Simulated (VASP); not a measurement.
# LuSc4Se3 (Pm-3m) in VASP: notebook, part 3 of 3

VASP 6.6.1.

### 4 Single point, PBE, collinear spin

This run uses another cell than the first one, of 22.38 Å³/atom.

Contents of INCAR:

```
SYSTEM = LuSc4Se3
ALGO = Normal
EDIFF = 1E-6
ENCUT = 520
GGA = PE
ISIF = 2
ISMEAR = 0
ISPIN = 2
LASPH = .TRUE.
LCHARG = .FALSE.
LMAXMIX = 4
LORBIT = 11
LREAL = .FALSE.
LWAVE = .FALSE.
MAGMOM = 0 1 1 1 1 0 0 0
NBANDS = 58
NELM = 150
PREC = Accurate
SIGMA = 0.1
```

Contents of KPOINTS:

```
k-points
0
G
  4 4 4
  0 0 0
```

Contents of POSCAR:

```
LuSc4Se3
1.0
    5.6364234420      0.0000000000      0.0000000000
    0.0000000000      5.6364234420      0.0000000000
    0.0000000000      0.0000000000      5.6364234420
Lu Sc Se
1 4 3
Direct
    0.0000000000      0.0000000000      0.0000000000
    0.5000000000      0.0000000000      0.0000000000
    0.0000000000      0.5000000000      0.0000000000
    0.0000000000      0.0000000000      0.5000000000
    0.5000000000      0.5000000000      0.5000000000
    0.0000000000      0.5000000000      0.5000000000
    0.5000000000      0.0000000000      0.5000000000
    0.5000000000      0.5000000000      0.0000000000
```

Potentials or basis: VASP PAW PBE potentials, release 64 (Lu, Sc_sv, Se).

On the command line:

```console
$ cat potpaw_PBE.64/Lu/POTCAR potpaw_PBE.64/Sc_sv/POTCAR potpaw_PBE.64/Se/POTCAR > POTCAR
$ mpirun -np 1 vasp_std > vasp.out
```

OUTCAR:

```text
SYSTEM = LuSc4Se3
   EDIFF = 1E-6
   ENCUT = 520
   GGA = PE
   ISIF = 2
   ISMEAR = 0
   ISPIN = 2
   LASPH = .TRUE.
   LORBIT = 11
   LREAL = .FALSE.
   NELM = 150
   PREC = Accurate

 ion  position               nearest neighbor table
   1  0.000  0.000  0.000-   2 2.82   3 2.82   4 2.82   4 2.82   3 2.82   2 2.82
   2  0.500  0.000  0.000-   1 2.82   7 2.82   8 2.82   7 2.82   8 2.82   1 2.82
   3  0.000  0.500  0.000-   1 2.82   6 2.82   8 2.82   6 2.82   1 2.82   8 2.82
   4  0.000  0.000  0.500-   1 2.82   6 2.82   7 2.82   1 2.82   6 2.82   7 2.82
   5  0.500  0.500  0.500-   6 2.82   7 2.82   8 2.82   8 2.82   7 2.82   6 2.82
   6  0.000  0.500  0.500-   3 2.82   4 2.82   5 2.82   3 2.82   4 2.82   5 2.82
   7  0.500  0.000  0.500-   2 2.82   4 2.82   5 2.82   2 2.82   5 2.82   4 2.82
   8  0.500  0.500  0.000-   2 2.82   3 2.82   5 2.82   5 2.82   2 2.82   3 2.82

  LATTYP: Found a simple cubic cell.
 ALAT       =     5.6364234420

  Lattice vectors:

 A1 = (   5.6364234420,   0.0000000000,   0.0000000000)
 A2 = (   0.0000000000,   5.6364234420,   0.0000000000)
 A3 = (   0.0000000000,   0.0000000000,   5.6364234420)

Analysis of symmetry for initial positions (statically):
=====================================================================
 Subroutine PRICEL returns:
 Original cell was already a primitive cell.

 Routine SETGRP: Setting up the symmetry group for a
 simple cubic supercell.

 Subroutine GETGRP returns: Found 48 space group operations
 (whereof 48 operations were pure point group operations)
 out of a pool of 48 trial point group operations.

The static configuration has the point symmetry O_h .

Analysis of symmetry for dynamics (positions and initial velocities):
=====================================================================
 Subroutine PRICEL returns:
 Original cell was already a primitive cell.

 Routine SETGRP: Setting up the symmetry group for a
 simple cubic supercell.

 Subroutine GETGRP returns: Found 48 space group operations
 (whereof 48 operations were pure point group operations)
 out of a pool of 48 trial point group operations.

The dynamic configuration has the point symmetry O_h .

Analysis of structural, dynamic, and magnetic symmetry:
=====================================================================
 Subroutine PRICEL returns:
 Original cell was already a primitive cell.

 Routine SETGRP: Setting up the symmetry group for a
 simple cubic supercell.

 Subroutine GETGRP returns: Found 48 space group operations
 (whereof 48 operations were pure point group operations)
 out of a pool of 48 trial point group operations.

The overall configuration has the point symmetry O_h .

 Subroutine INISYM returns: Found 48 space group operations
 (whereof 48 operations are pure point group operations),
 and found     1 'primitive' translations

----------------------------------------------------------------------------------------

                                     Primitive cell

  volume of cell :     179.0651

[... 99 lines left out ...]
   EFERMI =   0.00;   METHOD = LEGACY
   ISMEAR =     0;   SIGMA  =   0.10  broadening in eV -4-tet -1-fermi 0-gaus
   EFERMI_NEDOS =   21; number of points for ismear=-14 and -15
   IALGO  =     38    algorithm
   IMIX   =      4    mixing-type and parameters
     AMIX     =   0.40;   BMIX     =  1.00
     AMIX_MAG =   1.60;   BMIX_MAG =  1.00
  volume/ion in A,a.u.               =      22.38       151.05
  Fermi-wavevector in a.u.,A,eV,Ry     =   1.286997  2.432072 22.536174  1.656362
  Thomas-Fermi vector in A             =   2.419038
   LORBIT       =     11    0 simple, 1 ext, 2 COOP (PROOUT), +10 PAW based schemes
   GGA     = PE    functional components
   LHFCALC =     F    Hartree Fock is set to
   AEXX    =    0.0000 exact exchange contribution
   IVDW    =     0    specifies the selected vdW correction
   LEPSILON=     F    determine dielectric tensor
   LRPA    =     F    only Hartree local field effects (RPA)
 spin polarized calculation
 Gauss-broadening in eV      SIGMA  =   0.10
  energy-cutoff  :      520.00
  volume of cell :      179.07
 maximum number of plane-waves:      4842
 NGX is ok and might be reduce to    42
   NGX = 21   NGY = 21   NGZ = 21

 number of electron      87.0000039 magnetization      -0.0048940

 number of electron      87.0000038 magnetization       0.0025278

 Free energy of the ion-electron system (eV)
  ---------------------------------------------------
  ext. energy  EPLUGINS =         0.00000000
  ---------------------------------------------------
  free energy    TOTEN  =       -45.71396968 eV

  energy without entropy =      -45.67631974  energy(sigma->0) =      -45.69514471

 E-fermi :   5.2494     XC(G=0): -10.2623

 val. band max:        5.1859855619   @ k =   0.5000   0.2500   0.2500
 cond. band min:       5.2781862693   @ k =   0.5000   0.2500   0.2500
 fundamental gap:      0.0922007074
 Fermi energy:         5.2493962813

 spin component 1

 k-point     1 :       0.0000    0.0000    0.0000
  band No.  band energies     occupation
      1     -50.6780      1.00000
      2     -45.7184      1.00000
      3     -44.5055      1.00000
      4     -44.5029      1.00000
      5     -44.5029      1.00000
      6     -24.3552      1.00000
[... 569 lines left out ...]
     54       7.1207      0.00000
     55       7.1990      0.00000
 Fermi energy:         5.2493962813

 spin component 2

 k-point     1 :       0.0000    0.0000    0.0000
  band No.  band energies     occupation
      1     -50.6781      1.00000
      2     -45.7165      1.00000
      3     -44.5055      1.00000
      4     -44.5029      1.00000
      5     -44.5029      1.00000
      6     -24.3532      1.00000
[... 569 lines left out ...]
     54       7.1206      0.00000
     55       7.1994      0.00000
 [bands above 55 left out]

------------------------ aborting loop because EDIFF is reached ----------------------------------------

  FORCE on cell =-STRESS in cart. coord.  units (eV):
  Direction    XX          YY          ZZ          XY          YZ          ZX
  --------------------------------------------------------------------------------------
  -------------------------------------------------------------------------------------
  Total        0.3954580      0.3954580      0.3954580      0.0000000      0.0000000     -0.0000000
  in kB        3.5383444      3.5383444      3.5383444      0.0000000      0.0000000     -0.0000000
  external PRESSURE =       3.5383444 kB  Pullay stress =       0.0000000 kB

 VOLUME and BASIS-vectors are now :
 -----------------------------------------------------------------------------
  energy-cutoff  :      520.00
  volume of cell :      179.07
      direct lattice vectors                 reciprocal lattice vectors
     5.636423442  0.000000000  0.000000000     0.177417472  0.000000000  0.000000000
     0.000000000  5.636423442  0.000000000     0.000000000  0.177417472  0.000000000
     0.000000000  0.000000000  5.636423442     0.000000000  0.000000000  0.177417472

 POSITION                                       TOTAL-FORCE (eV/Angst)
 -----------------------------------------------------------------------------------
      0.00000      0.00000      0.00000         0.000000      0.000000      0.000000
      2.81821      0.00000      0.00000         0.000000      0.000000      0.000000
      0.00000      2.81821      0.00000         0.000000      0.000000      0.000000
      0.00000      0.00000      2.81821         0.000000      0.000000      0.000000
      2.81821      2.81821      2.81821         0.000000      0.000000      0.000000
      0.00000      2.81821      2.81821         0.000000      0.000000      0.000000
      2.81821      0.00000      2.81821         0.000000      0.000000      0.000000
      2.81821      2.81821      0.00000         0.000000      0.000000      0.000000
 -----------------------------------------------------------------------------------
    total drift:                                0.000000      0.000000     -0.000000

  FREE ENERGIE OF THE ION-ELECTRON SYSTEM (eV)
  ---------------------------------------------------
  free  energy   TOTEN  =       -45.7139696800 eV

  energy  without entropy=      -45.6763197450  energy(sigma->0) =      -45.69514471

 total charge

# of ion       s       p       d       f       tot
--------------------------------------------------
    1        2.486   6.003   1.230  13.950  23.668
    2        2.193   6.072   1.264   0.000   9.529
    3        2.193   6.072   1.264   0.000   9.529
    4        2.193   6.072   1.264   0.000   9.529
    5        2.137   6.086   1.063   0.000   9.285
    6        1.434   2.427   0.035   0.000   3.897
    7        1.434   2.427   0.035   0.000   3.897
    8        1.434   2.427   0.035   0.000   3.897
--------------------------------------------------
tot         15.505  37.585   6.192  13.950  73.231

 magnetization (x)

# of ion       s       p       d       f       tot
--------------------------------------------------
    1       -0.000  -0.000  -0.000   0.000  -0.000
    2       -0.000  -0.000  -0.000   0.000  -0.000
    3       -0.000  -0.000  -0.000   0.000  -0.000
    4       -0.000  -0.000  -0.000   0.000  -0.000
    5        0.000   0.000   0.002   0.000   0.002
    6        0.000  -0.000   0.000   0.000  -0.000
    7        0.000  -0.000   0.000   0.000  -0.000
    8        0.000  -0.000   0.000   0.000  -0.000
--------------------------------------------------
tot          0.000  -0.000   0.001   0.000   0.001
```

Run time: 2.7 min. Hardware: 1 thread of AMD EPYC 9R45 (Zen 5), shared host; peak memory 0.39 GiB.

What came out:

| Property | Result |
| --- | --- |
| Free energy | -45.7140 eV |
| Pressure | 0.4 GPa |
| Net moment | 0.00 μB per cell |
| Valence electrons inside the program's atomic spheres | Lu 23.67; Sc 9.53, 9.29 (each value once); Se 3.90 |

Caveat: spin-orbit coupling is left out, which moves the levels of the heavy elements.

### 5 Summary

| task | spin | cell | k mesh | cutoff (eV) | gap on the mesh (eV) | pressure (GPa) |
| --- | --- | --- | --- | --- | --- | --- |
| relaxation of cell and atoms | off | relaxed from a = 4.860 Å, 8 atoms | 4 × 4 × 4 | 600 | none | -0.1 |
| single point | off | a = 5.626 Å, 8 atoms | 8 × 8 × 8 | 520 | none | 0.2 |
| single point | collinear | a = 5.636 Å, 8 atoms | 4 × 4 × 4 | 520 | none | 0.4 |

Alike in all rows: level PBE; potentials or basis VASP PAW PBE potentials, release 64 (Lu, Sc_sv, Se); smearing gaussian 0.1 eV.

Caveats: spin-orbit coupling is left out, which moves the levels of the heavy elements; the volume moved by over 15 % at a fixed basis, so the end points are rough (at least some runs).

Absolute energies hang on the potentials; compare differences alone.
